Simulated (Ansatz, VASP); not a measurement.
## Two plane-wave programs on Al2O3

The input INCAR:

```
  PREC = Accurate
  ENCUT = 600
  EDIFF = 1E-6
  ISMEAR = 0
  SIGMA = 0.01
  LREAL = False
  LASPH = True
  NELM = 100
  ALGO = Normal
  ISIF = 3
  LWAVE = False
  LCHARG = False
  GGA = PS
  IBRION = 2
  NSW = 100
  EDIFFG = -0.01
```

Contents of KPOINTS:

```
regular mesh
0
Gamma
  12 12 4
```

File POSCAR:

```
Al2O3
1.0
    3.0174830000      0.0000000000      0.0000000000
   -1.5087415000      2.6132169335      0.0000000000
    0.0000000000      0.0000000000      7.5746360000
Al O
2 3
Direct
    0.0000000000      0.0000000000      0.2779510000
    0.0000000000      0.0000000000      0.7220490000
    0.3333333333      0.6666666667      0.1994540000
    0.6666666667      0.3333333333      0.8005460000
    0.0000000000      0.0000000000      0.5000000000
```

Input for Ansatz:

```yaml
crystal:
  lattice:
    a: 3.017483
    b: 3.017483
    c: 7.574636
    alpha: 90.0
    beta: 90.0
    gamma: 120.0
  atoms:
    - { symbol: Al, position: [0.0, 0.0, 0.277951] }
    - { symbol: Al, position: [0.0, 0.0, 0.722049] }
    - { symbol: O, position: [0.3333333333333333, 0.6666666666666666, 0.199454] }
    - { symbol: O, position: [0.6666666666666666, 0.3333333333333333, 0.800546] }
    - { symbol: O, position: [0.0, 0.0, 0.5] }
basis:
  ecutwfc: 476.19925930478996
kpoints:
  mp_grid:
    grid: [12, 12, 4]
hamiltonian:
  xc: pbesol
  dispersion: none
scf:
  occupations:
    method: fixed
relax:
  max_steps: 100
  cell: {}
```

Alike in both runs: task relaxation of cell and atoms; functional PBEsol; k mesh 12 × 12 × 4; no spin polarisation.

```csv
,VASP,Ansatz
version,VASP 6.6.1,Ansatz 0.2.0
potentials or method,"VASP PAW PBE potentials, release 64 (Al, O), cutoff 600 eV","plane waves, PAW"
occupations,"gaussian, width 0.01 eV",fixed
valence electrons in the cell,24,24
```

|  | VASP | Ansatz | Ansatz less VASP |
| --- | --- | --- | --- |
| relaxed volume (Å³/atom) | 11.91 | 12.39 | +0.481 |
| relaxed cell length with the largest relative difference (Å) | 7.698 | 8.011 | +0.3134 |

VASP's potentials were made for PBE, not for PBEsol.
